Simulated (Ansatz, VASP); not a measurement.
# One calculation of SnO, two programs

```
CELL_PARAMETERS angstrom
3.79265 0.00000 0.00000
0.00000 3.79265 0.00000
0.00000 0.00000 4.75821
ATOMIC_POSITIONS crystal
Sn 0.50000 0.00000 0.24103
Sn 0.00000 0.50000 0.75897
O 0.00000 0.00000 0.00000
O 0.50000 0.50000 0.00000
```

Alike in both runs: task single point; functional PBE; k mesh 6 × 6 × 6; occupations fermi-dirac, width 0.02 eV; no spin polarisation.

|  | VASP | Ansatz |
| --- | --- | --- |
| version | VASP 6.6.1 | Ansatz 0.2.0 |
| potentials or method | VASP PAW PBE potentials, release 64 (Sn_d, O) | plane waves, PAW |
| plane-wave cutoff (eV) | 520 | 420 |
| valence electrons in the cell | 40 | 40 |

Ansatz gave:

```
pressure (GPa)                                                : 5.4
traceless stress, the component that is largest in VASP (GPa) : -0.61
rms of the force components (eV/Å)                            : 0.202
```

Question: Estimate VASP's values.

Answer: Pressure (GPa): 5.6; traceless stress, the component that is largest in VASP (GPa): -0.60; rms of the force components (eV/Å): 0.238.

Atom by atom the forces differ by 0.036 eV/Å (rms over components). With one functional, cell and mesh, what is left measures potentials, basis and numerics.
